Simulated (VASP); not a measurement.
The system is P.

```
CELL_PARAMETERS angstrom
2.42469 0.00000 0.00000
0.00000 2.43854 0.00000
-0.02031 0.00000 4.85243
ATOMIC_POSITIONS crystal
P 0.00000 0.00000 0.25057
P 0.00000 0.00000 0.74943
```

This isn't the form of P at room conditions, which is orthorhombic.

Base run:

- Program: VASP 6.6.1
- Functional: PBE
- Potentials or basis: VASP PAW PBE potentials, release 64 (P)
- Cutoff: 520 eV
- k mesh: 18 × 18 × 10
- Occupations: fermi-dirac, width 0.1 eV
- Spin: no spin polarisation

Its results: band gap on the k mesh zero (bands 5 and 6 overlap by 10.12 eV); pressure 2.3 GPa; largest force 0.007 eV/Å.

Q: The run is repeated on the same cell with these changes: occupations from fermi-dirac, width 0.1 eV to fermi-dirac, width 0.3 eV. What comes out?

A: Band gap on the k mesh zero (bands 5 and 6 overlap by 10.12 eV); pressure 2.7 GPa; largest force 0.012 eV/Å.

Caveats: so wide a smearing shifts energies and pressures (at least some runs).
